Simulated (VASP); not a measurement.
Set up this calculation in VASP 6.6.1, as the native input.

| Quantity | Value |
| --- | --- |
| Task | single point |
| Functional | PBE exchange alone |
| Potentials or basis | VASP PAW PBE potentials, release 64 (Sb, Ga_d) |
| Cutoff | 520 eV |
| k mesh | 8 × 8 × 8 |
| Occupations | fermi-dirac, width 0.05 eV |
| Spin | no spin polarisation |
| Dipole correction | no |
| Further INCAR settings | ALGO = Normal; EDIFF = 1e-07; NBANDS = 16 |

The structure of GaSb lies in POSCAR:

```
GaSb
1.0
    0.0000000000      3.0590000000      3.0590000000
    3.0590000000      0.0000000000      3.0590000000
    3.0590000000      3.0590000000      0.0000000000
Sb Ga
1 1
Direct
    0.7500000000      0.7500000000      0.7500000000
    0.0000000000      0.0000000000      0.0000000000
```

These files were run (other wordings do the same):

INCAR

```
PREC = Accurate
ENCUT = 520
EDIFF = 1E-7
ISMEAR = -1
SIGMA = 0.05
LREAL = False
LASPH = True
NELM = 60
ALGO = Normal
ISIF = 2
LWAVE = False
LCHARG = True
GGA = PE
ALDAC = 0.0
AGGAC = 0.0
LELF = True
LVHAR = True
NBANDS = 16
```

KPOINTS

```
Automatic mesh
0
Gamma
  8 8 8
```

Potentials or basis: VASP PAW PBE potentials, release 64 (Sb, Ga_d).

The run is started by

```sh
$ cat potpaw_PBE.64/Sb/POTCAR potpaw_PBE.64/Ga_d/POTCAR > POTCAR
$ mpirun -np 1 vasp_std > vasp.out
```

It gave:

```yaml
Pressure: 10.5 GPa
Band_gap_on_the_k_mesh: zero (filled and empty bands touch)
```

Caveat: spin-orbit coupling is left out, which moves the levels of the heavy elements.

It took 19 s on 1 thread of Intel(R) Xeon(R) Platinum 8259CL CPU @ 2.50GHz (Skylake/Cascade Lake), on a shared host, peak memory 0.18 GiB.
